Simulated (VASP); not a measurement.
# Ti (Fm-3m) in VASP: notebook, part 2 of 2

VASP 6.6.1. The steps go on from the part before.

## (5) Relaxation of cell and atoms, PBE, target pressure -0.91 GPa, at which the enthalpy is minimised

File INCAR:

```
PREC = Accurate
ENCUT = 600
EDIFF = 1E-7
ISMEAR = -1
SIGMA = 0.05
LREAL = F
LASPH = T
NELM = 80
ALGO = Normal
ISIF = 3
LWAVE = F
LCHARG = F
GGA = PE
IBRION = 2
NSW = 60
EDIFFG = -0.005
PSTRESS = -9.1
```

File KPOINTS:

```
regular mesh
0
Gamma
  16 16 16
```

File POSCAR:

```
Ti
1.0
    0.0000000000      2.0623568063      2.0623568063
    2.0623568063      0.0000000000      2.0623568063
    2.0623568063      2.0623568063      0.0000000000
Ti
1
Direct
    0.0000000000      0.0000000000      0.0000000000
```

Potentials or basis: VASP PAW PBE potentials, release 64 (Ti_sv).

Run with:

```
$ cat potpaw_PBE.64/Ti_sv/POTCAR > POTCAR
$ mpirun -np 1 vasp_std > vasp.out
```

OUTCAR:

```text
PREC = Accurate
   ENCUT = 600
   EDIFF = 1E-7
   ISMEAR = -1
   LREAL = F
   LASPH = T
   NELM = 80
   ISIF = 3
   GGA = PE
   IBRION = 2
   NSW = 60
   EDIFFG = -0.005
   PSTRESS = -9.1

 ion  position               nearest neighbor table
   1  0.000  0.000  0.000-

  LATTYP: Found a face centered cubic cell.
 ALAT       =     4.1247136126

  Lattice vectors:

 A1 = (   0.0000000000,   2.0623568063,   2.0623568063)
 A2 = (   2.0623568063,   0.0000000000,   2.0623568063)
 A3 = (   2.0623568063,   2.0623568063,   0.0000000000)

Analysis of symmetry for initial positions (statically):
=====================================================================
 Subroutine PRICEL returns:
 Original cell was already a primitive cell.

 Routine SETGRP: Setting up the symmetry group for a
 face centered cubic supercell.

 Subroutine GETGRP returns: Found 48 space group operations
 (whereof 48 operations were pure point group operations)
 out of a pool of 48 trial point group operations.

The static configuration has the point symmetry O_h .

Analysis of symmetry for dynamics (positions and initial velocities):
=====================================================================
 Subroutine PRICEL returns:
 Original cell was already a primitive cell.

 Routine SETGRP: Setting up the symmetry group for a
 face centered cubic supercell.

 Subroutine GETGRP returns: Found 48 space group operations
 (whereof 48 operations were pure point group operations)
 out of a pool of 48 trial point group operations.

The dynamic configuration has the point symmetry O_h .

 Subroutine INISYM returns: Found 48 space group operations
 (whereof 48 operations are pure point group operations),
 and found     1 'primitive' translations

----------------------------------------------------------------------------------------

                                     Primitive cell

  volume of cell :      17.5437

  direct lattice vectors                    reciprocal lattice vectors
     0.000000000  2.062356806  2.062356806    -0.242441074  0.242441074  0.242441074
     2.062356806  0.000000000  2.062356806     0.242441074 -0.242441074  0.242441074
     2.062356806  2.062356806  0.000000000     0.242441074  0.242441074 -0.242441074

  length of vectors
     2.916612966  2.916612966  2.916612966     0.419920259  0.419920259  0.419920259

  position of ions in fractional coordinates (direct lattice)
     0.000000000  0.000000000  0.000000000

  ion indices of the primitive-cell ions
   primitive index   ion index
                 1           1

----------------------------------------------------------------------------------------

 KPOINTS: regular mesh

Automatic generation of k-mesh.
 Grid dimensions read from file:
 generate k-points for:   16   16   16

 Generating k-lattice:

  Cartesian coordinates                     Fractional coordinates (reciprocal lattice)
    -0.015152567  0.015152567  0.015152567     0.062500000  0.000000000  0.000000000
     0.015152567 -0.015152567  0.015152567     0.000000000  0.062500000  0.000000000
     0.015152567  0.015152567 -0.015152567     0.000000000  0.000000000  0.062500000

  Length of vectors
     0.026245016  0.026245016  0.026245016

[... 40 lines left out ...]
   ions per type =               1
   NGX,Y,Z   is equivalent  to a cutoff of  13.68, 13.68, 13.68 a.u.
   NGXF,Y,Z  is equivalent  to a cutoff of  27.36, 27.36, 27.36 a.u.
 SYSTEM =  unknown system
   PREC   = accura    normal or accurate (medium, high low for compatibility)
   ISTART =      0    job   : 0-new  1-cont  2-samecut
   ICHARG =      2    charge: 1-file 2-atom 10-const
   ISPIN  =      1    spin polarized calculation?
   LNONCOLLINEAR =      F non collinear calculations
   LSORBIT =      F    spin-orbit coupling
   LASPH  =      T    aspherical Exc in radial PAW
   ENCUT  =  600.0 eV  44.10 Ry    6.64 a.u.   5.83  5.83  5.83*2*pi/ulx,y,z
   NELM   =     80;   NELMIN=  2; NELMDL= -5     # of ELM steps
   EDIFF  = 0.1E-06   stopping-criterion for ELM
   LREAL  =      F    real-space projection
   EDIFFG = -.5E-02   stopping-criterion for IOM
   NSW    =     60    number of steps for IOM
   IBRION =      2    ionic relax: 0-MD 1-quasi-New 2-CG
   NFREE  =      1    steps in history (QN), initial steepest desc. (CG)
   ISIF   =      3    stress and relaxation
   ISYM   =      2    0-nonsym 1-usesym 2-fastsym
   POTIM  = 0.5000    time-step for ionic-motion
   TEBEG  =    0.0;   TEEND  =   0.0 temperature during run
   PSTRESS=   -9.1 pullay stress
   NELECT =      12.0000    total number of electrons
   NUPDOWN=      -1.0000    fix difference up-down
   EMIN   =  10.00;   EMAX   =-10.00  energy-range for DOS
   EFERMI =   0.00;   METHOD = LEGACY
   ISMEAR =    -1;   SIGMA  =   0.05  broadening in eV -4-tet -1-fermi 0-gaus
   EFERMI_NEDOS =   21; number of points for ismear=-14 and -15
   IALGO  =     38    algorithm
   IMIX   =      4    mixing-type and parameters
     AMIX     =   0.40;   BMIX     =  1.00
     AMIX_MAG =   1.60;   BMIX_MAG =  1.00
  volume/ion in A,a.u.               =      17.54       118.39
  Fermi-wavevector in a.u.,A,eV,Ry     =   1.442430  2.725798 28.308344  2.080605
  Thomas-Fermi vector in A             =   2.560951
   LORBIT       =      0    0 simple, 1 ext, 2 COOP (PROOUT), +10 PAW based schemes
   GGA     = PE    functional components
   LHFCALC =     F    Hartree Fock is set to
   AEXX    =    0.0000 exact exchange contribution
   IVDW    =     0    specifies the selected vdW correction
   LEPSILON=     F    determine dielectric tensor
   LRPA    =     F    only Hartree local field effects (RPA)
 conjugate gradient relaxation of ions
 non-spin polarized calculation
  energy-cutoff  :      600.00
  volume of cell :       17.54
 maximum number of plane-waves:       604
   NGX = 11   NGY = 11   NGZ = 11

--------------------------------------- Ionic step        1  -------------------------------------------

 number of electron      12.0000001 magnetization

 Free energy of the ion-electron system (eV)
  ---------------------------------------------------
  ext. energy  EPLUGINS =         0.00000000
  ---------------------------------------------------
  free energy    TOTEN  =        -7.78377904 eV

  energy without entropy =       -7.76878261  energy(sigma->0) =       -7.77628083

------------------------ aborting loop because EDIFF is reached ----------------------------------------

  FORCE on cell =-STRESS in cart. coord.  units (eV):
  Direction    XX          YY          ZZ          XY          YZ          ZX
  --------------------------------------------------------------------------------------
  -------------------------------------------------------------------------------------
  Total       -0.1270614     -0.1270614     -0.1270614      0.0000000      0.0000000     -0.0000000
  in kB      -11.6038693    -11.6038693    -11.6038693      0.0000000      0.0000000     -0.0000000
  external PRESSURE =      -2.5038693 kB  Pullay stress =      -9.1000000 kB
[... 61 lines left out ...]
--------------------------------------- Ionic step        3  -------------------------------------------

 number of electron      12.0000001 magnetization

 Free energy of the ion-electron system (eV)
  ---------------------------------------------------
  ext. energy  EPLUGINS =         0.00000000
  ---------------------------------------------------
  free energy    TOTEN  =        -7.78405992 eV

  energy without entropy =       -7.76909078  energy(sigma->0) =       -7.77657535

 E-fermi :   8.1358     XC(G=0): -11.4633

 val. band max:        8.1166582051   @ k =   0.3125   0.0000   0.0000
 cond. band min:       8.1380812737   @ k =  -0.2500   0.2500   0.0000
 fundamental gap:      0.0214230686
 Fermi energy:         8.1358165629

 k-point     1 :       0.0000    0.0000    0.0000
  band No.  band energies     occupation
      1     -48.5851      2.00000
      2     -24.4534      2.00000
      3     -24.4534      2.00000
      4     -24.4534      2.00000
      5       2.0629      2.00000
      6       9.0088      0.00000
      7       9.0088      0.00000
      8       9.0088      0.00000
      9      10.6226      0.00000
     10      10.6226      0.00000
[... 287 lines left out ...]
 k-point    24 :      -0.0625    0.0625    0.0000
  band No.  band energies     occupation
      1     -48.5735      2.00000
      2     -24.5151      2.00000
      3     -24.4712      2.00000
      4     -24.4576      2.00000
      5       2.3944      2.00000
      6       8.8019      0.00000
      7       9.1218      0.00000
      8       9.1360      0.00000
      9      10.4711      0.00000
     10      10.6327      0.00000

 [... further k-points ...]

------------------------ aborting loop because EDIFF is reached ----------------------------------------

  FORCE on cell =-STRESS in cart. coord.  units (eV):
  Direction    XX          YY          ZZ          XY          YZ          ZX
  --------------------------------------------------------------------------------------
  -------------------------------------------------------------------------------------
  Total       -0.0979039     -0.0979039     -0.0979039     -0.0000000      0.0000000     -0.0000000
  in kB       -8.9632180     -8.9632180     -8.9632180     -0.0000000      0.0000000     -0.0000000
  external PRESSURE =       0.1367820 kB  Pullay stress =      -9.1000000 kB
[... 20 lines left out ...]
  energy  without entropy=       -7.7690907836  energy(sigma->0) =       -7.77657535

  enthalpy is  TOTEN    =        -7.8834578433 eV   P V=       -0.0993979273

 reached required accuracy - stopping structural energy minimisation
```

OSZICAR:

```text
N       E                     dE             d eps       ncg     rms          rms(c)
DAV:   1     0.826221453753E+02    0.82622E+02   -0.74316E+03  2900   0.160E+03
DAV:   2    -0.421685793054E+01   -0.86839E+02   -0.85472E+02  2968   0.328E+02
DAV:   3    -0.867018501194E+01   -0.44533E+01   -0.43973E+01  3868   0.764E+01
[... 25 lines left out ...]
DAV:   3    -0.778404354625E+01    0.74896E-05   -0.12058E-04  4066   0.832E-02    0.114E-02
DAV:   4    -0.778405232887E+01   -0.87826E-05   -0.21608E-05  3826   0.269E-02    0.798E-03
DAV:   5    -0.778405970767E+01   -0.73788E-05   -0.17454E-05  4172   0.213E-02    0.504E-03
DAV:   6    -0.778405989926E+01   -0.19159E-06   -0.63638E-07  3012   0.841E-03    0.199E-03
DAV:   7    -0.778405991603E+01   -0.16772E-07   -0.26410E-07  2954   0.525E-03
   3 F= -.78834578E+01 E0= -.78759733E+01  d E =-.345575E-04
```

CONTCAR:

```text
Ti
   1.00000000000000
     0.0000000000000000    2.0606560456037157    2.0606560456037157
     2.0606560456037157    0.0000000000000000    2.0606560456037157
     2.0606560456037157    2.0606560456037157   -0.0000000000000000
  Ti
     1
Direct
     0.0000000000000000    0.0000000000000000    0.0000000000000000

  0.00000000E+00  0.00000000E+00  0.00000000E+00
```

It took 54 s on 1 thread of Intel Xeon 8259CL, shared host; peak memory 0.17 GiB.

Results:

| Property | Result |
| --- | --- |
| Free energy | -7.7841 eV |
| Relaxed volume | 17.50 Å³/atom |
| Relaxed cell | a = 2.914 Å, b = 2.914 Å, c = 2.914 Å, α = 60.00°, β = 60.00°, γ = 60.00° |
| Space group after relaxing (to 0.1 Å) | Fm-3m (No. 225) |
| Energy change on relaxing (the run minimises the enthalpy) | -0.3 meV/atom |
| Ionic steps | 3 |
| Pressure after relaxing | -0.9 GPa |
| Band gap on the k mesh | zero (bands 6 and 7 overlap by 1.25 eV) |

The path:
| step | energy change (eV) | largest force (eV/Å) | pressure (GPa) | volume (Å³) |
| --- | --- | --- | --- | --- |
| 1 | 0.0000 | 0.0000 | -1.16 | 17.54 |
| 2 | -0.0004 | 0.0000 | -0.76 | 17.47 |
| 3 | -0.0003 | 0.0000 | -0.90 | 17.50 |

Final structure:
```yaml
crystal:
  lattice:
    - [0.00000, 2.06066, 2.06066]
    - [2.06066, 0.00000, 2.06066]
    - [2.06066, 2.06066, 0.00000]
  atoms:
    - { symbol: Ti, position: [0.00000, 0.00000, 0.00000] }
```

Caveat: the cell is relaxed towards a set pressure, so the run minimises the enthalpy, not the energy.

## (6) Summary

| task | cell | k mesh | cutoff (eV) | gap on the mesh (eV) | pressure (GPa) |
| --- | --- | --- | --- | --- | --- |
| single point | a = 2.917 Å, angles 60.0°, 1 atom | 16 × 16 × 16 | 520 | none | -1.2 |
| single point | a = 2.908 Å, angles 60.0°, 1 atom | 17 × 17 × 17 | 520 | none | -0.3 |
| relaxation of cell and atoms | relaxed to -0.91 GPa from a = 2.917 Å, angles 60.0°, 1 atom | 16 × 16 × 16 | 600 | none | -0.9 |

Alike in all rows: level PBE; potentials or basis VASP PAW PBE potentials, release 64 (Ti_sv); no spin polarisation; smearing fermi-dirac 0.05 eV.

Caveats: the cell is relaxed towards a set pressure, so the run minimises the enthalpy, not the energy (at least some runs).

Total energies depend on the potentials used, so only differences within one code and one set of settings carry meaning.
